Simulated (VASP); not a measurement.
Here is a VASP 6.6.1 calculation.

Contents of INCAR:

```
PREC = Accurate ; ENCUT = 520
EDIFF = 1E-6 ; ISMEAR = 0
SIGMA = 0.01 ; LREAL = F
LASPH = T ; NELM = 60
ALGO = Normal ; ISIF = 2
LWAVE = F ; LCHARG = T
LDIPOL = T ; IDIPOL = 3
DIPOL = 0.5 0.5 0.355 ; GGA = CA
LELF = T ; LVHAR = T
LVACPOTAV = T ; NBANDS = 18
```

File KPOINTS:

```
regular mesh
0
Gamma
  12 12 1
```

The input POSCAR:

```
PtSe2
1.0
    3.7300000000      0.0000000000      0.0000000000
   -1.8650000000      3.2302747561      0.0000000000
    0.0000000000      0.0000000000     29.0400000032
Se Pt
2 1
Direct
    0.6666666667      0.3333333333      0.3063054521
    0.6666666667      0.3333333333      0.4037496443
    0.3333333333      0.6666666667      0.3550275482
```

Potentials or basis: VASP PAW LDA potentials, release 64 (Se, Pt).

Command:

```sh
$ cat potpaw_LDA.64/Se/POTCAR potpaw_LDA.64/Pt/POTCAR > POTCAR
$ mpirun -np 1 vasp_std > vasp.out
```

Estimate the largest force.

0.666 eV/Å.

What does it give for the band gap on the k mesh?

Zero (band 11 reaches -2.49 eV, above the bottom of band 12 at -3.13 eV).

Forces in eV/Å, atoms in the order of the input:
```
Se   0.000  0.000  0.666
Se   0.000  0.000 -0.666
Pt   0.000  0.000  0.000
```

Caveat: spin-orbit coupling is left out, which moves the levels of the heavy elements.
